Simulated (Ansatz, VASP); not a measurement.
## Two plane-wave programs on HfB2

```
Hf B
1.0
     3.07590    0.00000    0.00000
    -1.53795    2.66381    0.00000
     0.00000    0.00000    3.40896
Hf B
1 2
Direct
  0.00000 0.00000 0.00000
  0.66667 0.33333 0.50000
  0.33333 0.66667 0.50000
```

Alike in both runs: task single point; functional LDA; k mesh 10 × 10 × 8; occupations fermi-dirac, width 0.05 eV; no spin polarisation.

```csv
,VASP,Ansatz
version,VASP 6.6.1,Ansatz 0.2.0
potentials or method,"VASP PAW LDA potentials, release 64 (Hf_pv, B)",Ansatz PAW
plane-wave cutoff (eV),520,420
valence electrons in the cell,16,32
```

|  | VASP | Ansatz | Ansatz less VASP |
| --- | --- | --- | --- |
| gap on the k mesh at the Fermi level (eV) | none | none | - |
| pressure (GPa) | 7.1 | 6.3 | -0.79 |
| traceless stress, the component that is largest in VASP (GPa) | -0.92 | -1.33 | -0.416 |

LDA's correlation is that of Perdew and Zunger in VASP and of Perdew and Wang (1992) in Ansatz. A gap of «none» marks a metal or a gap that the smearing closes. VASP's potentials hold 16 valence electrons a cell and Ansatz's 32, so a difference there can come from the potentials and not from the codes.

Neither program's run includes spin-orbit coupling.
